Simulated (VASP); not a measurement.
# MnO2 (Pmmn) in VASP: settings compared

Aim: see how the results for MnO2 move with the level of theory and the settings. Levels: PBE, PBEsol, LDA. Tasks: single point.

All numbers are computed with VASP 6.6.1; they aren't measurements. Logs are shortened: lines on timing, memory, paths and dates and some standing lists are left out, and cuts for length are marked.

## Step 1: The cell of the first run

Symmetry: Pmmn, No. 59, orthorhombic system. The conventional cell has a = 2.904 Å, b = 3.845 Å, c = 6.164 Å, α = 90.00°, β = 90.00°, γ = 90.00°. Mn (site symmetry mm2) has 6 O at 1.83 to 2.05 Å within 2.4 Å. Within 2.4 Å of O (site symmetry mm2) lie 2 Mn at 1.83 Å. Within 2.6 Å of O (site symmetry mm2) lie 4 Mn at 1.98 to 2.05 Å and 5 O at 2.56 to 2.59 Å.

## Step 2: Single point, PBE, collinear spin, ferrimagnetic start

The input, INCAR:

```
PREC = Accurate
ENCUT = 520
EDIFF = 1E-6
ISMEAR = -1
SIGMA = 0.05
LREAL = False
LASPH = True
NELM = 150
ALGO = Normal
ISIF = 2
LWAVE = False
LCHARG = True
ISPIN = 2
MAGMOM = 4 -2 0 0 0 0
LORBIT = 11
LMAXMIX = 4
GGA = PE
LELF = True
LVHAR = True
NBANDS = 38
```

The input, KPOINTS:

```
Automatic mesh
0
Gamma
  9 7 5
```

The input, POSCAR:

```
MnO2
1.0
    2.9041580000      0.0000000000      0.0000000000
    0.0000000000      3.8448100000      0.0000000000
    0.0000000000      0.0000000000      6.1642640000
Mn O
2 4
Direct
    0.5000000000      0.5000000000      0.3433015000
    0.0000000000      0.0000000000      0.6566985000
    0.5000000000      0.0000000000      0.8375675000
    0.0000000000      0.5000000000      0.1624325000
    0.5000000000      0.0000000000      0.4217995000
    0.0000000000      0.5000000000      0.5782005000
```

Potentials or basis: VASP PAW PBE potentials, release 64 (Mn_pv, O).

Command:

```sh
cat potpaw_PBE.64/Mn_pv/POTCAR potpaw_PBE.64/O/POTCAR > POTCAR
mpirun -np 1 vasp_std > vasp.out
```

OUTCAR:

```text
PREC = Accurate
   ENCUT = 520
   EDIFF = 1E-6
   ISMEAR = -1
   LREAL = False
   LASPH = True
   NELM = 150
   ISIF = 2
   ISPIN = 2
   LORBIT = 11
   GGA = PE

 ion  position               nearest neighbor table
   1  0.500  0.500  0.343-   4 1.83   4 1.83   5 1.98   5 1.98   6 2.05   6 2.05   2 3.09   2 3.09
                             2 3.09   2 3.09
   2  0.000  0.000  0.657-   3 1.83   3 1.83   6 1.98   6 1.98   5 2.05   5 2.05   1 3.09   1 3.09
                             1 3.09   1 3.09
   3  0.500  0.000  0.838-   2 1.83   2 1.83
   4  0.000  0.500  0.162-   1 1.83   1 1.83
   5  0.500  0.000  0.422-   1 1.98   1 1.98   2 2.05   2 2.05
   6  0.000  0.500  0.578-   2 1.98   2 1.98   1 2.05   1 2.05

  LATTYP: Found a simple orthorhombic cell.
 ALAT       =     2.9041580000
 B/A-ratio  =     1.3238983554
 C/A-ratio  =     2.1225649569

  Lattice vectors:

 A1 = (   2.9041580000,   0.0000000000,   0.0000000000)
 A2 = (   0.0000000000,   3.8448100000,   0.0000000000)
 A3 = (   0.0000000000,   0.0000000000,   6.1642640000)

Analysis of symmetry for initial positions (statically):
=====================================================================
 Subroutine PRICEL returns:
 Original cell was already a primitive cell.

 Routine SETGRP: Setting up the symmetry group for a
 simple orthorhombic supercell.

 Subroutine GETGRP returns: Found  8 space group operations
 (whereof  4 operations were pure point group operations)
 out of a pool of  8 trial point group operations.

The static configuration has the point symmetry C_2v.
 The point group associated with its full space group is D_2h.

Analysis of symmetry for dynamics (positions and initial velocities):
=====================================================================
 Subroutine PRICEL returns:
 Original cell was already a primitive cell.

 Routine SETGRP: Setting up the symmetry group for a
 simple orthorhombic supercell.

 Subroutine GETGRP returns: Found  8 space group operations
 (whereof  4 operations were pure point group operations)
 out of a pool of  8 trial point group operations.

The dynamic configuration has the point symmetry C_2v.
 The point group associated with its full space group is D_2h.

Analysis of structural, dynamic, and magnetic symmetry:
=====================================================================
 Subroutine PRICEL returns:
 Original cell was already a primitive cell.

 Routine SETGRP: Setting up the symmetry group for a
 simple orthorhombic supercell.

 Subroutine GETGRP returns: Found  4 space group operations
 (whereof  4 operations were pure point group operations)
[... 151 lines left out ...]

 Free energy of the ion-electron system (eV)
  ---------------------------------------------------
  ext. energy  EPLUGINS =         0.00000000
  ---------------------------------------------------
  free energy    TOTEN  =       -46.98184248 eV

  energy without entropy =      -46.97816840  energy(sigma->0) =      -46.98000544

 E-fermi :   3.1234     XC(G=0): -10.5590

 val. band max:        3.0366534970   @ k =   0.0000   0.0000   0.0000
 cond. band min:       3.2148851037   @ k =   0.3333   0.0000   0.0000
 fundamental gap:      0.1782316067
 Fermi energy:         3.1233592434

 spin component 1

 k-point     1 :       0.0000    0.0000    0.0000
  band No.  band energies     occupation
      1     -47.5252      1.00000
      2     -47.4921      1.00000
      3     -47.4696      1.00000
      4     -44.6400      1.00000
      5     -44.4086      1.00000
      6     -44.4066      1.00000
[... 949 lines left out ...]
     36      16.4413      0.00000
     37      17.0291      0.00000

 [... further k-points ...]

 spin component 2

 k-point     1 :       0.0000    0.0000    0.0000
  band No.  band energies     occupation
      1     -47.5252      1.00000
      2     -47.4920      1.00000
      3     -47.4696      1.00000
      4     -44.6399      1.00000
      5     -44.4086      1.00000
      6     -44.4066      1.00000
[... 949 lines left out ...]
     36      16.4413      0.00000
     37      17.0291      0.00000

 [... further k-points ...]

 [bands above 37 left out]

------------------------ aborting loop because EDIFF is reached ----------------------------------------

  FORCE on cell =-STRESS in cart. coord.  units (eV):
  Direction    XX          YY          ZZ          XY          YZ          ZX
  --------------------------------------------------------------------------------------
  -------------------------------------------------------------------------------------
  Total       -4.3351122     -2.6336348     -1.9028636      0.0000000      0.0000000      0.0000000
  in kB     -100.9100842    -61.3041376    -44.2936918      0.0000000      0.0000000      0.0000000
  external PRESSURE =     -68.8359712 kB  Pullay stress =       0.0000000 kB

 VOLUME and BASIS-vectors are now :
 -----------------------------------------------------------------------------
  energy-cutoff  :      520.00
  volume of cell :       68.83
      direct lattice vectors                 reciprocal lattice vectors
     2.904158000  0.000000000  0.000000000     0.344333883  0.000000000  0.000000000
     0.000000000  3.844810000  0.000000000     0.000000000  0.260090876  0.000000000
     0.000000000  0.000000000  6.164264000     0.000000000  0.000000000  0.162225369

 POSITION                                       TOTAL-FORCE (eV/Angst)
 -----------------------------------------------------------------------------------
      1.45208      1.92240      2.11620         0.000000      0.000000     -0.297570
      0.00000      0.00000      4.04806         0.000000      0.000000      0.297312
      1.45208      0.00000      5.16299         0.000000      0.000000     -0.678399
      0.00000      1.92240      1.00128         0.000000      0.000000      0.678692
      1.45208      0.00000      2.60008         0.000000      0.000000     -0.000003
      0.00000      1.92240      3.56418         0.000000      0.000000     -0.000032
 -----------------------------------------------------------------------------------
    total drift:                                0.000000      0.000000      0.000159

  FREE ENERGIE OF THE ION-ELECTRON SYSTEM (eV)
  ---------------------------------------------------
  free  energy   TOTEN  =       -46.9818424792 eV

  energy  without entropy=      -46.9781683988  energy(sigma->0) =      -46.98000544

 total charge

# of ion       s       p       d       tot
------------------------------------------
    1        0.326   6.388   4.899  11.614
    2        0.327   6.388   4.899  11.614
    3        1.590   3.338   0.000   4.928
    4        1.590   3.338   0.000   4.928
    5        1.567   3.433   0.000   5.000
    6        1.567   3.433   0.000   5.000
--------------------------------------------------
tot          6.969  26.318   9.798  43.085

 magnetization (x)

# of ion       s       p       d       tot
------------------------------------------
    1        0.017   0.020   2.683   2.720
    2       -0.017  -0.020  -2.683  -2.720
    3       -0.004  -0.128   0.000  -0.132
    4        0.004   0.128   0.000   0.132
    5        0.002  -0.003   0.000  -0.001
    6       -0.002   0.003   0.000   0.001
--------------------------------------------------
tot          0.000   0.000  -0.000  -0.000
```

Wall time 2.9 min (1 thread of Intel Xeon 6975P-C (Granite Rapids), shared host); peak memory 0.35 GiB.

What came out:

```
Free energy                                           : -46.9818 eV
Pressure                                              : -6.9 GPa
Largest force                                         : 0.679 eV/Å
Band gap on the k mesh                                : 0.18 eV, indirect (least direct gap 0.38 eV)
Net moment                                            : 0.00 μB per cell
Site moments                                          : Mn +2.72, -2.72; O -0.13, +0.13, -0.00, +0.00 μB
Valence electrons inside the program's atomic spheres : Mn 11.61; O 4.93, 5.00
```

Forces on the atoms (eV/Å):
```
Mn   0.000  0.000 -0.298
Mn   0.000  0.000  0.297
O    0.000  0.000 -0.678
O    0.000  0.000  0.679
O    0.000  0.000  0.000
O    0.000  0.000  0.000
```

Levels at points of the mesh, in eV from the valence-band top:
Spin up:
```
           k point  band 21  band 22  band 23  band 24  band 25  band 26  band 27  band 28  band 29  band 30
(0.00, 0.00, 0.00)    -2.36    -2.15    -1.64    -1.04     0.00     0.69     0.77     1.25     2.26     2.35
```
Spin down:
```csv
k point,band 23,band 24,band 25,band 26,band 27,band 28
"(0.00, 0.00, 0.00)",-1.64,-1.04,0.00,0.69,0.77,1.25
```

A k mesh can miss the band edges.

## Step 3: Single point, PBE, collinear spin, ferromagnetic start

INCAR: that of step 2 with these lines changed.

```diff
@@ -13,4 +13,5 @@
 ISPIN = 2
-MAGMOM = 4 -2 0 0 0 0
+MAGMOM = 4 4 0 0 0 0
 LORBIT = 11
+NUPDOWN = 8.0
 LMAXMIX = 4
```

The input, KPOINTS:

```
regular mesh
0
Gamma
  8 6 4
```

POSCAR is that of step 2.

Potentials or basis: VASP PAW PBE potentials, release 64 (Mn_pv, O).

Command:

```sh
cat potpaw_PBE.64/Mn_pv/POTCAR potpaw_PBE.64/O/POTCAR > POTCAR
mpirun -np 1 vasp_std > vasp.out
```

OUTCAR:

```text
PREC = Accurate
   ENCUT = 520
   EDIFF = 1E-6
   ISMEAR = -1
   LREAL = False
   LASPH = True
   NELM = 150
   ISIF = 2
   ISPIN = 2
   LORBIT = 11
   NUPDOWN = 8.0
   GGA = PE

 ion  position               nearest neighbor table
   1  0.500  0.500  0.343-   4 1.83   4 1.83   5 1.98   5 1.98   6 2.05   6 2.05   2 3.09   2 3.09
                             2 3.09   2 3.09
   2  0.000  0.000  0.657-   3 1.83   3 1.83   6 1.98   6 1.98   5 2.05   5 2.05   1 3.09   1 3.09
                             1 3.09   1 3.09
   3  0.500  0.000  0.838-   2 1.83   2 1.83
   4  0.000  0.500  0.162-   1 1.83   1 1.83
   5  0.500  0.000  0.422-   1 1.98   1 1.98   2 2.05   2 2.05
   6  0.000  0.500  0.578-   2 1.98   2 1.98   1 2.05   1 2.05

  LATTYP: Found a simple orthorhombic cell.
 ALAT       =     2.9041580000
 B/A-ratio  =     1.3238983554
 C/A-ratio  =     2.1225649569

  Lattice vectors:

 A1 = (   2.9041580000,   0.0000000000,   0.0000000000)
 A2 = (   0.0000000000,   3.8448100000,   0.0000000000)
 A3 = (   0.0000000000,   0.0000000000,   6.1642640000)

Analysis of symmetry for initial positions (statically):
=====================================================================
 Subroutine PRICEL returns:
 Original cell was already a primitive cell.

 Routine SETGRP: Setting up the symmetry group for a
 simple orthorhombic supercell.

 Subroutine GETGRP returns: Found  8 space group operations
 (whereof  4 operations were pure point group operations)
 out of a pool of  8 trial point group operations.

The static configuration has the point symmetry C_2v.
 The point group associated with its full space group is D_2h.

Analysis of symmetry for dynamics (positions and initial velocities):
=====================================================================
 Subroutine PRICEL returns:
 Original cell was already a primitive cell.

 Routine SETGRP: Setting up the symmetry group for a
 simple orthorhombic supercell.

 Subroutine GETGRP returns: Found  8 space group operations
[... 185 lines left out ...]
  band No.  band energies     occupation
      1     -47.0496      1.00000
      2     -47.0182      1.00000
      3     -47.0094      1.00000
      4     -46.9966      1.00000
      5     -46.9678      1.00000
      6     -46.9397      1.00000
[... 949 lines left out ...]
     36      15.8263      0.00000
     37      16.6297      0.00000

 [... further k-points ...]

 spin component 2

 k-point     1 :       0.0000    0.0000    0.0000
  band No.  band energies     occupation
      1     -43.6615      1.00000
      2     -43.6462      1.00000
      3     -43.5526      1.00000
      4     -43.5139      1.00000
      5     -43.2501      1.00000
      6     -43.2157      1.00000
[... 949 lines left out ...]
     36      16.5360      0.00000
     37      17.2843      0.00000

 [... further k-points ...]

 [bands above 37 left out]

------------------------ aborting loop because EDIFF is reached ----------------------------------------

  FORCE on cell =-STRESS in cart. coord.  units (eV):
  Direction    XX          YY          ZZ          XY          YZ          ZX
  --------------------------------------------------------------------------------------
  -------------------------------------------------------------------------------------
  Total        4.1753128      2.7866662      1.7195236      0.0000000      0.0000000      0.0000000
  in kB       97.1903727     64.8663080     40.0260158      0.0000000      0.0000000      0.0000000
  external PRESSURE =      67.3608988 kB  Pullay stress =       0.0000000 kB

 VOLUME and BASIS-vectors are now :
 -----------------------------------------------------------------------------
  energy-cutoff  :      520.00
  volume of cell :       68.83
      direct lattice vectors                 reciprocal lattice vectors
     2.904158000  0.000000000  0.000000000     0.344333883  0.000000000  0.000000000
     0.000000000  3.844810000  0.000000000     0.000000000  0.260090876  0.000000000
     0.000000000  0.000000000  6.164264000     0.000000000  0.000000000  0.162225369

 POSITION                                       TOTAL-FORCE (eV/Angst)
 -----------------------------------------------------------------------------------
      1.45208      1.92240      2.11620         0.000000      0.000000      0.873663
      0.00000      0.00000      4.04806         0.000000      0.000000     -0.873663
      1.45208      0.00000      5.16299         0.000000      0.000000      0.804676
      0.00000      1.92240      1.00128         0.000000      0.000000     -0.804676
      1.45208      0.00000      2.60008         0.000000      0.000000     -0.347148
      0.00000      1.92240      3.56418         0.000000      0.000000      0.347148
 -----------------------------------------------------------------------------------
    total drift:                                0.000000      0.000000      0.000000

  FREE ENERGIE OF THE ION-ELECTRON SYSTEM (eV)
  ---------------------------------------------------
  free  energy   TOTEN  =       -44.7781617178 eV

  energy  without entropy=      -44.7410160297  energy(sigma->0) =      -44.75958887

 total charge

# of ion       s       p       d       tot
------------------------------------------
    1        0.326   6.390   4.939  11.655
    2        0.326   6.390   4.939  11.655
    3        1.592   3.329   0.000   4.921
    4        1.592   3.329   0.000   4.921
    5        1.581   3.414   0.000   4.995
    6        1.581   3.414   0.000   4.995
--------------------------------------------------
tot          6.998  26.267   9.877  43.142

 magnetization (x)

# of ion       s       p       d       tot
------------------------------------------
    1        0.025   0.036   3.134   3.195
    2        0.025   0.036   3.134   3.195
    3        0.008   0.409   0.000   0.417
    4        0.008   0.409   0.000   0.417
    5        0.020   0.146   0.000   0.165
    6        0.020   0.146   0.000   0.165
--------------------------------------------------
tot          0.106   1.182   6.268   7.556
```

OSZICAR:

```text
N       E                     dE             d eps       ncg     rms          rms(c)
DAV:   1     0.626896031684E+03    0.62690E+03   -0.27995E+04  9192   0.154E+03
DAV:   2     0.291682145598E+01   -0.62398E+03   -0.58579E+03  9546   0.463E+02
DAV:   3    -0.546404605423E+02   -0.57557E+02   -0.56467E+02 10146   0.151E+02
DAV:   4    -0.557494440948E+02   -0.11090E+01   -0.11051E+01 10320   0.224E+01
DAV:   5    -0.557606108778E+02   -0.11167E-01   -0.11166E-01  9768   0.237E+00    0.386E+01
DAV:   6    -0.487779441880E+02    0.69827E+01   -0.57884E+01 11104   0.766E+01    0.334E+01
DAV:   7    -0.453557106427E+02    0.34222E+01   -0.27189E+01 10226   0.681E+01    0.192E+01
DAV:   8    -0.449695622739E+02    0.38615E+00   -0.30422E+00 10052   0.127E+01    0.921E+00
DAV:   9    -0.448524498119E+02    0.11711E+00   -0.10076E+00 11552   0.139E+01    0.356E+00
DAV:  10    -0.447824870236E+02    0.69963E-01   -0.30961E-01  9654   0.625E+00    0.106E+00
DAV:  11    -0.447773123749E+02    0.51746E-02   -0.34094E-02 11266   0.165E+00    0.323E-01
DAV:  12    -0.447782356722E+02   -0.92330E-03   -0.60482E-03  9618   0.449E-01    0.207E-01
DAV:  13    -0.447781658165E+02    0.69856E-04   -0.19465E-04 10178   0.138E-01    0.102E-01
DAV:  14    -0.447781590919E+02    0.67245E-05   -0.19838E-04  9612   0.958E-02    0.391E-02
DAV:  15    -0.447781617055E+02   -0.26136E-05   -0.39545E-05 10594   0.534E-02    0.180E-02
DAV:  16    -0.447781617178E+02   -0.12315E-07   -0.45084E-06  9348   0.180E-02
   1 F= -.44778162E+02 E0= -.44759589E+02  d E =-.371457E-01  mag=     8.0000
```

It took 3.4 min on 1 thread of Intel Xeon Platinum 8375C at 2.90GHz (Ice Lake), shared host; peak memory 0.35 GiB.

Results:

- Free energy: -44.7782 eV
- Pressure: 6.7 GPa
- Largest force: 0.874 eV/Å
- Net moment: 8.00 μB per cell
- Site moments: Mn +3.19; O +0.42, +0.17 μB
- Valence electrons inside the program's atomic spheres: Mn 11.65; O 4.92, 5.00

Forces in eV/Å, atoms in the order of the input:
```
Mn   0.000  0.000  0.874
Mn   0.000  0.000 -0.874
O    0.000  0.000  0.805
O    0.000  0.000 -0.805
O    0.000  0.000 -0.347
O    0.000  0.000  0.347
```

Stress tensor (GPa, compression positive):
```
9.72 0.00 0.00
0.00 6.49 0.00
0.00 0.00 4.00
```

Caveat: the total moment is fixed, so each spin has its own Fermi level; only a ferromagnetic start was run, and an antiferromagnetic order may lie lower in energy.

(Continued in part 2 of 2.)
